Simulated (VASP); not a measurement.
# Si16H7O in VASP: notebook

The runs below take Si16H7O through single point, with PBEsol.

All numbers are computed with VASP 6.6.1; they aren't measurements. Logs are shortened: lines on timing, memory, paths and dates and some standing lists are left out, and cuts for length are marked.

## (1) The cell of the first run

The cell holds a slab with vacuum, 24 atoms: a = 7.679 Å, b = 7.679 Å, c = 17.869 Å, α = 90.00°, β = 90.00°, γ = 60.00°.

## (2) Single point, PBEsol, collinear spin, ferromagnetic start

INCAR

```
SYSTEM = Si16H7O
ALGO     = Normal         ! electronic algorithm
EDIFF    = 1E-6           ! SCF threshold, eV
ENCUT    = 520            ! plane-wave cutoff, eV
GGA      = PS             ! functional
ISIF     = 2              ! what is computed and relaxed
ISMEAR   = -1             ! smearing method
ISPIN    = 2              ! spin polarisation
LASPH    = .TRUE.         ! aspherical terms in the spheres
LCHARG   = .TRUE.         ! write CHGCAR
LELF     = .TRUE.         ! ELF
LORBIT   = 11             ! projections on sites
LREAL    = Auto         
LVHAR    = .TRUE.       
LWAVE    = .FALSE.        ! write WAVECAR
MAGMOM   = 0 0 0 0 0 0 0 0 0 0 0 0 0 0 0 0 0 0 0 0 0 0 0 1 ! initial moments
NBANDS   = 60             ! bands
NELM     = 150            ! most SCF steps
PREC     = Accurate       ! precision mode
SIGMA    = 0.02           ! smearing width, eV
```

KPOINTS

```
k-points
0
G
  2 2 1
  0 0 0
```

POSCAR

```
Si16H7O
1.0
    7.6791800000      0.0000000000      0.0000000000
    3.8395900000      6.6503650000      0.0000000000
    0.0000000000      0.0000000000     17.8687650000
H Si O
7 16 1
Direct
    0.1666668792      0.1666675438      0.0559635767
    0.6666681814      0.1666675438      0.0559635767
    0.1666662146      0.6666701752      0.0559635767
    0.6666675168      0.6666701752      0.0559635767
    0.4986847739      0.0129466578      0.4348257980
    0.0578359410      0.4718387637      0.4357212152
    0.6162655612      0.5419552160      0.4447817183
    0.1666668792      0.1666675438      0.1399089417
    0.6666681814      0.1666675438      0.1399089417
    0.1666662146      0.6666701752      0.1399089417
    0.6666675168      0.6666701752      0.1399089417
   -0.1725435757      0.3455299070      0.1833478699
    0.3465472400      0.3199824371      0.1900970772
   -0.1612750500      0.8253381581      0.1873548620
    0.3396386162      0.8353376093      0.1779305957
   -0.1846535773      0.3356056397      0.3076653591
    0.3227697702      0.3034419915      0.3189532125
   -0.1680303557      0.8301499241      0.3186677983
    0.3254511411      0.8238645548      0.3113085879
   -0.0146764053      0.0185704093      0.3495373071
    0.4877065901     -0.0156232026      0.3537793463
   -0.0070915599      0.5035061985      0.3506453860
    0.5300237409      0.5342112801      0.3712791567
    0.4452389644      0.3787461290      0.3734841216
```

Potentials or basis: VASP PAW PBE potentials, release 64 (H, Si, O).

Started as:

```
cat potpaw_PBE.64/H/POTCAR potpaw_PBE.64/Si/POTCAR potpaw_PBE.64/O/POTCAR > POTCAR
mpirun -np 1 vasp_std > vasp.out
```

OUTCAR:

```text
SYSTEM = Si16H7O
   EDIFF = 1E-6
   ENCUT = 520
   GGA = PS
   ISIF = 2
   ISMEAR = -1
   ISPIN = 2
   LASPH = .TRUE.
   LORBIT = 11
   LREAL = Auto
   NELM = 150
   PREC = Accurate

 ion  position               nearest neighbor table
   1  0.167  0.167  0.056-   8 1.50
   2  0.667  0.167  0.056-   9 1.50
   3  0.167  0.667  0.056-  10 1.50
   4  0.667  0.667  0.056-  11 1.50
   5  0.499  0.013  0.435-  21 1.47
   6  0.058  0.472  0.436-  22 1.58
   7  0.616  0.542  0.445-  23 1.49
   8  0.167  0.167  0.140-   1 1.50  15 2.31  12 2.39  13 2.39
   9  0.667  0.167  0.140-   2 1.50  13 2.31  12 2.39  14 2.42
  10  0.167  0.667  0.140-   3 1.50  14 2.34  15 2.37  13 2.47
  11  0.667  0.667  0.140-   4 1.50  12 2.27  15 2.28  14 2.36
  12  0.827  0.346  0.183-  16 2.23  11 2.27   8 2.39   9 2.39
  13  0.347  0.320  0.190-   9 2.31  17 2.32   8 2.39  10 2.47
  14  0.839  0.825  0.187-  10 2.34  18 2.35  11 2.36   9 2.42
  15  0.340  0.835  0.178-  11 2.28   8 2.31  10 2.37  19 2.39
  16  0.815  0.336  0.308-  12 2.23  20 2.24  23 2.25  22 2.42
  17  0.323  0.303  0.319-  24 1.65  21 2.21  22 2.28  13 2.32  23 3.06
  18  0.832  0.830  0.319-  22 2.25  20 2.34  14 2.35  21 2.38
  19  0.325  0.824  0.311-  23 2.25  21 2.28  20 2.37  15 2.39
  20  0.985  0.019  0.350-  16 2.24  18 2.34  19 2.37
  21  0.488  0.984  0.354-   5 1.47  17 2.21  19 2.28  18 2.38
  22  0.993  0.504  0.351-   6 1.58  18 2.25  17 2.28  16 2.42
  23  0.530  0.534  0.371-   7 1.49  24 1.62  19 2.25  16 2.25  17 3.06
  24  0.445  0.379  0.373-  23 1.62  17 1.65

  LATTYP: Found a hexagonal cell.
 ALAT       =     7.6791800344
 C/A-ratio  =     2.3269105451

  Lattice vectors:

 A1 = (  -3.8395900000,  -6.6503650000,   0.0000000000)
 A2 = (   7.6791800000,   0.0000000000,   0.0000000000)
 A3 = (   0.0000000000,   0.0000000000,  17.8687650000)

Analysis of symmetry for initial positions (statically):
=====================================================================
 Subroutine PRICEL returns:
 Original cell was already a primitive cell.

 Routine SETGRP: Setting up the symmetry group for a
 hexagonal supercell.

 Subroutine GETGRP returns: Found  1 space group operations
 (whereof  1 operations were pure point group operations)
 out of a pool of 24 trial point group operations.

The static configuration has the point symmetry C_1 .

Analysis of symmetry for dynamics (positions and initial velocities):
=====================================================================
 Subroutine PRICEL returns:
 Original cell was already a primitive cell.

 Routine SETGRP: Setting up the symmetry group for a
 hexagonal supercell.

 Subroutine GETGRP returns: Found  1 space group operations
 (whereof  1 operations were pure point group operations)
 out of a pool of 24 trial point group operations.

The dynamic configuration has the point symmetry C_1 .

Analysis of structural, dynamic, and magnetic symmetry:
=====================================================================
 Subroutine PRICEL returns:
 Original cell was already a primitive cell.

 Routine SETGRP: Setting up the symmetry group for a
 hexagonal supercell.

 Subroutine GETGRP returns: Found  1 space group operations
 (whereof  1 operations were pure point group operations)
 out of a pool of 24 trial point group operations.

The overall configuration has the point symmetry C_1 .

 Subroutine INISYM returns: Found  1 space group operations
 (whereof  1 operations are pure point group operations),
 and found     1 'primitive' translations

----------------------------------------------------------------------------------------

                                     Primitive cell

  volume of cell :     912.5462

  direct lattice vectors                    reciprocal lattice vectors
     7.679180000  0.000000000  0.000000000     0.130222237 -0.075183843  0.000000000
     3.839590000  6.650365000  0.000000000     0.000000000  0.150367687  0.000000000
     0.000000000  0.000000000 17.868765000     0.000000000  0.000000000  0.055963577

  length of vectors
     7.679180000  7.679180034 17.868765000     0.150367687  0.150367687  0.055963577

  position of ions in fractional coordinates (direct lattice)
     0.166666879  0.166667544  0.055963577
     0.666668181  0.166667544  0.055963577
     0.166666215  0.666670175  0.055963577
     0.666667517  0.666670175  0.055963577
     0.498684774  0.012946658  0.434825798
[... 70 lines left out ...]

 Found      4 irreducible k-points:

 Following reciprocal coordinates:
            Coordinates               Weight
  0.000000  0.000000  0.000000      1.000000
  0.500000  0.000000  0.000000      1.000000
  0.500000  0.500000  0.000000      1.000000
  0.000000  0.500000  0.000000      1.000000
   k-points           NKPTS =      4   k-points in BZ     NKDIM =      4   number of bands    NBANDS=     60
   number of dos      NEDOS =    301   number of ions     NIONS =     24
   total plane-waves  NPLWV = 504000
   dimension x,y,z NGX =    60 NGY =   60 NGZ =  140
   dimension x,y,z NGXF=   120 NGYF=  120 NGZF=  280
   ions per type =               7  16   1
   NGX,Y,Z   is equivalent  to a cutoff of  12.99, 12.99, 13.03 a.u.
   NGXF,Y,Z  is equivalent  to a cutoff of  25.98, 25.98, 26.05 a.u.
 SYSTEM =  Si16H7O
   PREC   = accura    normal or accurate (medium, high low for compatibility)
   ISTART =      0    job   : 0-new  1-cont  2-samecut
   ICHARG =      2    charge: 1-file 2-atom 10-const
   ISPIN  =      2    spin polarized calculation?
   LNONCOLLINEAR =      F non collinear calculations
   LSORBIT =      F    spin-orbit coupling
   LASPH  =      T    aspherical Exc in radial PAW
   ENCUT  =  520.0 eV  38.22 Ry    6.18 a.u.  14.28 14.28 33.22*2*pi/ulx,y,z
   NELM   =    150;   NELMIN=  2; NELMDL= -5     # of ELM steps
   EDIFF  = 0.1E-05   stopping-criterion for ELM
   LREAL  =      T    real-space projection
   EDIFFG = 0.1E-04   stopping-criterion for IOM
   NSW    =      0    number of steps for IOM
   IBRION =     -1    ionic relax: 0-MD 1-quasi-New 2-CG
   NFREE  =      0    steps in history (QN), initial steepest desc. (CG)
   ISIF   =      2    stress and relaxation
   ISYM   =      2    0-nonsym 1-usesym 2-fastsym
   POTIM  = 0.5000    time-step for ionic-motion
   TEBEG  =    0.0;   TEEND  =   0.0 temperature during run
   PSTRESS=    0.0 pullay stress
   NELECT =      77.0000    total number of electrons
   NUPDOWN=      -1.0000    fix difference up-down
   EMIN   =  10.00;   EMAX   =-10.00  energy-range for DOS
   EFERMI =   0.00;   METHOD = LEGACY
   ISMEAR =    -1;   SIGMA  =   0.02  broadening in eV -4-tet -1-fermi 0-gaus
   EFERMI_NEDOS =   21; number of points for ismear=-14 and -15
   IALGO  =     38    algorithm
   IMIX   =      4    mixing-type and parameters
     AMIX     =   0.40;   BMIX     =  1.00
     AMIX_MAG =   1.60;   BMIX_MAG =  1.00
  volume/ion in A,a.u.               =      38.02       256.59
  Fermi-wavevector in a.u.,A,eV,Ry     =   0.718048  1.356914  7.015067  0.515593
  Thomas-Fermi vector in A             =   1.806885
   LORBIT       =     11    0 simple, 1 ext, 2 COOP (PROOUT), +10 PAW based schemes
   GGA     = PS    functional components
   LHFCALC =     F    Hartree Fock is set to
   AEXX    =    0.0000 exact exchange contribution
   IVDW    =     0    specifies the selected vdW correction
   LEPSILON=     F    determine dielectric tensor
   LRPA    =     F    only Hartree local field effects (RPA)
 spin polarized calculation
  energy-cutoff  :      520.00
  volume of cell :      912.55
 maximum number of plane-waves:     24625
 NGX is ok and might be reduce to    60
   NGX = 29   NGY = 29   NGZ = 67

 number of electron      77.0000000 magnetization       1.0000513

 Free energy of the ion-electron system (eV)
  ---------------------------------------------------
  ext. energy  EPLUGINS =         0.00000000
  ---------------------------------------------------
  free energy    TOTEN  =      -118.94793009 eV

  energy without entropy =     -118.94792876  energy(sigma->0) =     -118.94792943

 E-fermi :  -0.7944     XC(G=0):  -4.4048

 val. band max:       -1.0331990069   @ k =   0.0000   0.0000   0.0000
 cond. band min:      -0.5648898193   @ k =   0.0000   0.0000   0.0000
 fundamental gap:      0.4683091876
 Fermi energy:        -0.7943850314

 spin component 1

 k-point     1 :       0.0000    0.0000    0.0000
  band No.  band energies     occupation
      1     -21.2538      1.00000
      2     -12.3629      1.00000
      3     -11.4111      1.00000
      4     -11.1773      1.00000
      5     -10.3741      1.00000
      6     -10.0601      1.00000
[... 201 lines left out ...]
     49       2.5652      0.00000
     50       2.7956      0.00000
 Fermi energy:        -0.7943850314

 spin component 2

 k-point     1 :       0.0000    0.0000    0.0000
  band No.  band energies     occupation
      1     -21.2517      1.00000
      2     -12.3082      1.00000
      3     -11.3993      1.00000
      4     -11.1341      1.00000
      5     -10.3350      1.00000
      6     -10.0221      1.00000
[... 201 lines left out ...]
     49       2.6354      0.00000
     50       2.8570      0.00000
 [bands above 50 left out]

------------------------ aborting loop because EDIFF is reached ----------------------------------------

  FORCE on cell =-STRESS in cart. coord.  units (eV):
  Direction    XX          YY          ZZ          XY          YZ          ZX
  --------------------------------------------------------------------------------------
  -------------------------------------------------------------------------------------
  Total        7.8420675     11.5644437      5.0439990      0.8373740     -1.2519593     -4.0851914
  in kB       13.7684893     20.3039466      8.8558593      1.4701958     -2.1980923     -7.1724598
  external PRESSURE =      14.3094317 kB  Pullay stress =       0.0000000 kB

 VOLUME and BASIS-vectors are now :
 -----------------------------------------------------------------------------
  energy-cutoff  :      520.00
  volume of cell :      912.55
      direct lattice vectors                 reciprocal lattice vectors
     7.679180000  0.000000000  0.000000000     0.130222237 -0.075183843  0.000000000
     3.839590000  6.650365000  0.000000000     0.000000000  0.150367687  0.000000000
     0.000000000  0.000000000 17.868765000     0.000000000  0.000000000  0.055963577

 POSITION                                       TOTAL-FORCE (eV/Angst)
 -----------------------------------------------------------------------------------
      1.91980      1.10840      1.00000         0.062664      0.056403     -0.098424
      5.75940      1.10840      1.00000        -0.049468     -0.039220     -0.098017
      3.83960      4.43360      1.00000        -0.118200     -0.061239     -0.112044
      7.67920      4.43360      1.00000         0.079677     -0.002672     -0.133055
      3.87920      0.08610      7.76980        -0.227978     -0.166636      0.689171
      2.25580      3.13790      7.78580        -0.666964      0.269038     -0.671061
[... 16 lines left out ...]
      6.12130      3.55270      6.63430         0.014801     -0.431259     -0.094294
      4.87330      2.51880      6.67370        -0.559296     -0.235678      0.824992
 -----------------------------------------------------------------------------------
    total drift:                                0.000576     -0.005516     -0.006159

  FREE ENERGIE OF THE ION-ELECTRON SYSTEM (eV)
  ---------------------------------------------------
  free  energy   TOTEN  =      -118.9479300915 eV

  energy  without entropy=     -118.9479287589  energy(sigma->0) =     -118.94792943

 total charge

# of ion       s       p       d       tot
------------------------------------------
    1        0.547   0.013   0.000   0.561
    2        0.548   0.013   0.000   0.561
    3        0.548   0.013   0.000   0.561
    4        0.547   0.013   0.000   0.561
    5        0.559   0.015   0.000   0.574
    6        0.517   0.011   0.000   0.527
[... 16 lines left out ...]
   23        0.736   1.001   0.000   1.737
   24        1.559   3.634   0.000   5.193
--------------------------------------------------
tot         17.307  19.319   0.000  36.626

 magnetization (x)

# of ion       s       p       d       tot
------------------------------------------
    1        0.000  -0.000   0.000   0.000
    2        0.000  -0.000   0.000   0.000
    3        0.001  -0.000   0.000   0.001
    4        0.006   0.000   0.000   0.006
    5       -0.000   0.000   0.000  -0.000
    6        0.000   0.000   0.000   0.000
[... 16 lines left out ...]
   23        0.001   0.001   0.000   0.001
   24        0.000   0.001   0.000   0.001
--------------------------------------------------
tot          0.059   0.275   0.000   0.334
```

It took 12 min on 1 thread of Intel Xeon Platinum 8559C (Emerald Rapids), shared host; peak memory 1.5 GiB.

What came out:

```yaml
Free_energy: -118.9479 eV
Largest_force: 1.931 eV/Å
Band_gap_on_the_k_mesh: 0.47 eV, direct
Net_moment: 1.00 μB per cell
Site_moments: H +0.00, +0.01, -0.00; Si -0.00, +0.03, +0.02, +0.00, +0.23; O +0.00 μB
Valence_electrons_inside_the_program's_atomic_spheres: H 0.56, 0.57, 0.53; Si 1.70, 1.69, 1.74, 1.73, 1.71, 1.77, 1.67, 1.78; O 5.19
```

Forces on the atoms (eV/Å):
```
H    0.063  0.056 -0.098
H   -0.049 -0.039 -0.098
H   -0.118 -0.061 -0.112
H    0.080 -0.003 -0.133
H   -0.228 -0.167  0.689
H   -0.667  0.269 -0.671
H   -0.163  0.326  0.393
Si   0.127  0.595  0.520
Si   0.438 -0.513  0.536
Si   0.317 -0.766  0.704
Si   0.641  0.393 -0.209
Si  -0.141 -1.177 -1.353
Si  -0.260  1.005 -1.046
Si   0.079  0.697 -0.587
Si  -1.034 -0.327  0.583
Si   1.596  0.977  0.474
Si   0.131  1.048 -0.856
Si  -0.156  1.137 -0.465
Si  -0.597  0.901 -0.518
Si  -0.013 -1.347  0.308
Si   0.649 -0.920  0.007
Si  -0.151 -1.420  1.201
Si   0.015 -0.431 -0.094
O   -0.559 -0.236  0.825
```

Caveat: the k points lie up to 0.47 Å⁻¹ apart; the PAW data sets were made with another functional, which shifts forces and pressure a little.

## (3) Single point, PBEsol, collinear spin, ferromagnetic start

INCAR

```
PREC = Accurate ; ENCUT = 520
EDIFF = 1E-6 ; ISMEAR = -1
SIGMA = 0.02 ; LREAL = Auto
LASPH = T ; NELM = 150
ALGO = Normal ; ISIF = 2
LWAVE = F ; LCHARG = F
ISPIN = 2 ; MAGMOM = 0 0 0 0 0 0 0 0 0 0 0 0 0 0 0 0 0 0 0 0 0 0 0 1
LORBIT = 11 ; GGA = PS
NBANDS = 60
```

KPOINTS

```
regular mesh
0
Gamma
  2 2 1
```

POSCAR

```
Si16H7O
1.0
    7.6791800000      0.0000000000      0.0000000000
    3.8395900000      6.6503650000      0.0000000000
    0.0000000000      0.0000000000     17.8687650000
H Si O
7 16 1
Direct
    0.1666667000      0.1666667000      0.0559636000
    0.6666667000      0.1666667000      0.0559636000
    0.1666667000      0.6666667000      0.0559636000
    0.6666667000      0.6666667000      0.0559636000
    0.4848367045     -0.0225042409      0.4383776537
   -0.0160691152      0.5056195649      0.4402673056
    0.5710951584      0.5813491796      0.4462005763
    0.1666667000      0.1666667000      0.1399089000
    0.6666667000      0.1666667000      0.1399089000
    0.1666667000      0.6666667000      0.1399089000
    0.6666667000      0.6666667000      0.1399089000
   -0.1667182603      0.3336731937      0.1800547432
    0.3355734303      0.3347723273      0.1860579292
   -0.1674002120      0.8337421143      0.1819267239
    0.3323744897      0.8320654843      0.1802093350
   -0.1604609441      0.3384729709      0.3099742509
    0.3222797229      0.3127785634      0.3192724809
   -0.1847073467      0.8394412025      0.3129195801
    0.3123115916      0.8213872315      0.3099247848
   -0.0183853881      0.0069821440      0.3512191995
    0.4813735113     -0.0210743140      0.3541900973
   -0.0061190463      0.5091206215      0.3561532958
    0.5334363037      0.5240301857      0.3699662035
    0.4517619249      0.3641434756      0.3818924478
```

Potentials or basis: VASP PAW PBE potentials, release 64 (H, Si, O).

Started as:

```
cat potpaw_PBE.64/H/POTCAR potpaw_PBE.64/Si/POTCAR potpaw_PBE.64/O/POTCAR > POTCAR
mpirun -np 1 vasp_std > vasp.out
```

Wall time 16 min (1 thread of Intel Xeon Platinum 8375C at 2.90GHz (Ice Lake), shared host); peak memory 1.4 GiB.

Results (log left out):

| Item | Value |
| --- | --- |
| Free energy | -119.9915 eV |
| Largest force | 0.373 eV/Å |
| Band gap on the k mesh | 0.66 eV, indirect (least direct gap 0.70 eV) |
| Net moment | 1.00 μB per cell |
| Site moments | H +0.00, +0.01, -0.00; Si -0.00, +0.03, +0.02, +0.00, +0.23; O +0.00 μB |
| Valence electrons inside the program's atomic spheres | H 0.56, 0.57; Si 1.71, 1.72, 1.69, 1.73, 1.68, 1.70, 1.66, 1.74; O 5.15 |

Forces on the atoms (eV/Å):
```
H    0.101  0.023 -0.119
H   -0.046  0.020 -0.116
H   -0.100 -0.072 -0.131
H   -0.015  0.027 -0.159
H   -0.004 -0.001  0.018
H   -0.001 -0.004 -0.003
H    0.005  0.006  0.006
Si   0.221  0.080  0.289
Si  -0.104 -0.007  0.161
Si  -0.089 -0.123  0.100
Si   0.032  0.054 -0.077
Si   0.011  0.001  0.006
Si  -0.014 -0.002  0.014
Si  -0.002 -0.007 -0.003
Si   0.001  0.005  0.010
Si  -0.009 -0.001  0.012
Si  -0.049 -0.037 -0.049
Si   0.002  0.006  0.014
Si   0.009 -0.015 -0.008
Si   0.011  0.002  0.011
Si  -0.006 -0.001 -0.022
Si  -0.001  0.002  0.002
Si  -0.003  0.019  0.031
O    0.049  0.027  0.011
```

Levels at points of the mesh, in eV from the valence-band top:
Spin up:
| k point | band 37 | band 38 | band 39 | band 40 | band 41 | band 42 |
| --- | --- | --- | --- | --- | --- | --- |
| (0.00, 0.00, 0.00) | -0.22 | -0.14 | -0.06 | 1.19 | 1.43 | 1.59 |
| (0.50, 0.00, 0.00) | -0.97 | -0.62 | -0.02 | 1.76 | 2.09 | 2.42 |
| (0.50, 0.50, 0.00) | -0.84 | -0.06 | -0.01 | 1.78 | 1.88 | 2.01 |
| (0.00, 0.50, 0.00) | -1.02 | -0.67 | 0.00 | 1.85 | 2.12 | 2.46 |
Spin down:
```csv
k point,band 35,band 36,band 37,band 38,band 39,band 40,band 41,band 42
"(0.00, 0.00, 0.00)",-0.83,-0.61,-0.19,-0.04,0.66,1.25,1.53,1.62
"(0.50, 0.00, 0.00)",-1.60,-1.09,-0.94,-0.58,0.83,1.85,2.12,2.45
"(0.50, 0.50, 0.00)",-1.24,-1.20,-0.81,-0.03,0.82,1.82,1.96,2.04
"(0.00, 0.50, 0.00)",-1.54,-1.19,-1.01,-0.63,0.84,1.94,2.14,2.48
```

Caveat: the k points lie up to 0.47 Å⁻¹ apart; the PAW data sets were made with another functional, which shifts forces and pressure a little.

[end of part 1 of 2]
